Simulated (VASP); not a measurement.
SiC (rocksalt type): relaxation of cell and atoms with PBE

SiC (rocksalt type):

```xyz
2
Lattice="0.0000 1.7293 1.7293 1.7293 0.0000 1.7293 1.7293 1.7293 0.0000" Properties=species:S:1:pos:R:3 pbc="T T T"
Si    0.0000    0.0000    0.0000
C     1.7293    1.7293    1.7293
```

| Item | Value |
| --- | --- |
| Program | VASP 6.6.1 |
| Task | relaxation of cell and atoms |
| Functional | PBE |
| Potentials or basis | VASP PAW PBE potentials, release 64 (Si, C) |
| Cutoff | 600 eV |
| k mesh | 18 × 18 × 18 |
| Occupations | fermi-dirac, width 0.05 eV |
| Spin | no spin polarisation |
| Target pressure | 320 GPa |
| Dipole correction | no |
| Further INCAR settings | ALGO = Normal; EDIFF = 1e-07; IBRION = 2; EDIFFG = -0.005; NSW = 32; ISIF = 3 |

```yaml
Relaxed_volume: 5.17 Å³/atom
Relaxed_cell: a = 2.445 Å, b = 2.445 Å, c = 2.445 Å, α = 60.00°, β = 60.00°, γ = 60.00°
Space_group_after_relaxing_to_0.1_Å: Fm-3m (No. 225)
Energy_change_on_relaxing_the_run_minimises_the_enthalpy: +7.7 meV/atom
Ionic_steps: 3
Pressure_after_relaxing: 320.0 GPa
Band_gap_on_the_k_mesh: zero (bands 4 and 5 overlap by 0.20 eV)
```

The path:
```
step  energy change (eV)  largest force (eV/Å)  pressure (GPa)  volume (Å³)
   1              0.0000                0.0000          319.08        10.34
   2              0.0893                0.0000          324.59        10.30
   3              0.0153                0.0000          320.02        10.33
```

Final structure:
```xyz
2
Lattice="0.0000 1.7289 1.7289 1.7289 0.0000 1.7289 1.7289 1.7289 0.0000" Properties=species:S:1:pos:R:3 pbc="T T T"
Si    0.0000    0.0000    0.0000
C     1.7289    1.7289    1.7289
```

Levels at points of the mesh, in eV from the Fermi level:
```
           k point  band 1  band 2  band 3  band 4  band 5  band 6  band 7  band 8
(0.00, 0.00, 0.00)  -24.82    0.03    0.03    0.03    8.96    8.96    8.96   16.37
(0.50, 0.00, 0.00)  -17.51  -16.04   -2.71   -2.71    8.00    8.00    9.13   15.14
(0.50, 0.50, 0.00)  -14.79  -14.28   -6.43   -6.43   -0.17    3.15   22.28   23.15
```

It took 58 s on 1 thread of Intel Xeon 8259CL, with other jobs on the host, peak memory 0.14 GiB.

Caveat: the cell is relaxed towards a set pressure, so the run minimises the enthalpy, not the energy; semilocal functionals underestimate gaps, so a narrow gap can read as zero.
